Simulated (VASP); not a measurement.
Set up this calculation in VASP 6.6.1, as the native input.

```yaml
Task: relaxation of cell and atoms
Functional: PBE
Potentials_or_basis: VASP PAW PBE potentials, release 64 (Pr_3, Be, Si), 4f in core
Cutoff: 600 eV
k_mesh: 5 × 5 × 2
Occupations: gaussian, width 0.2 eV
Spin: no spin polarisation
Dipole_correction: no
Further_INCAR_settings: ALGO = Normal; EDIFF = 1e-07; IBRION = 2; EDIFFG = -0.08; NSW = 36; ISIF = 3
```

The structure of PrBe3Si lies in POSCAR:

```
PrBe3Si
1.0
    3.4147362500      0.0000000000      0.0000000000
   -1.7073681300      2.9572483400      0.0000000000
    0.0000000000      0.0000000000     11.5591706000
Pr Be Si
2 6 2
Direct
    0.0000000000      0.0000000000      0.5000000000
    0.0000000000      0.0000000000      0.0000000000
    0.6666666700      0.3333333300      0.5855969800
    0.0000000000      0.0000000000      0.7500000000
    0.6666666700      0.3333333300      0.9144030200
    0.0000000000      0.0000000000      0.2500000000
    0.3333333300      0.6666666700      0.4144030200
    0.3333333300      0.6666666700      0.0855969800
    0.6666666700      0.3333333300      0.7500000000
    0.3333333300      0.6666666700      0.2500000000
```

The cell was generated, and may not be a known phase.

The input as run:

INCAR

```
SYSTEM = PrBe3Si
PREC = Accurate
ENCUT = 600
EDIFF = 1E-7
ISMEAR = 0
SIGMA = 0.2
LREAL = .False.
LASPH = .True.
NELM = 200
ALGO = Normal
ISIF = 3
LWAVE = .False.
LCHARG = .False.
GGA = PE
IBRION = 2
NSW = 36
EDIFFG = -0.08
GGA_COMPAT = .False.
NELMIN = 4
LMAXMIX = 6
```

KPOINTS

```
regular mesh
0
Gamma
  5 5 2
  0 0 0
```

Potentials or basis: VASP PAW PBE potentials, release 64 (Pr_3, Be, Si), 4f in core.

Run with:

```console
$ cat potpaw_PBE.64/Pr_3/POTCAR potpaw_PBE.64/Be/POTCAR potpaw_PBE.64/Si/POTCAR > POTCAR
$ mpirun -np 1 vasp_std > vasp.out
```

It gave:

```json
{"Relaxed volume": "20.65 Å³/atom", "Relaxed cell": "a = 4.269 Å, b = 4.269 Å, c = 13.086 Å, α = 90.00°, β = 90.00°, γ = 120.00°", "Space group after relaxing (to 0.1 Å)": "P6_3/mmc (No. 194)", "Energy gained by relaxing": "1163.8 meV/atom", "Ionic steps": "6", "Pressure after relaxing": "0.0 GPa", "Largest force after relaxing": "0.063 eV/Å", "Band gap on the k mesh": "zero (bands 21 and 22 overlap by 1.08 eV)"}
```

Caveat: the k points lie up to 0.34 Å⁻¹ apart in the final cell, too coarse for converged energies and pressures of a metal; the volume moved by over 15 % at a fixed basis, so the end points are rough; spin-orbit coupling is left out, which moves the levels of the heavy elements; the 4f electrons are frozen in the core, so they carry no moment and show no levels; the relaxation stopped at a loose force limit of 0.08 eV/Å, so its end isn't a converged minimum.

It took 3.3 min on 1 thread of Intel(R) Xeon(R) Platinum 8488C (Sapphire Rapids), with other jobs on the host, peak memory 0.29 GiB.
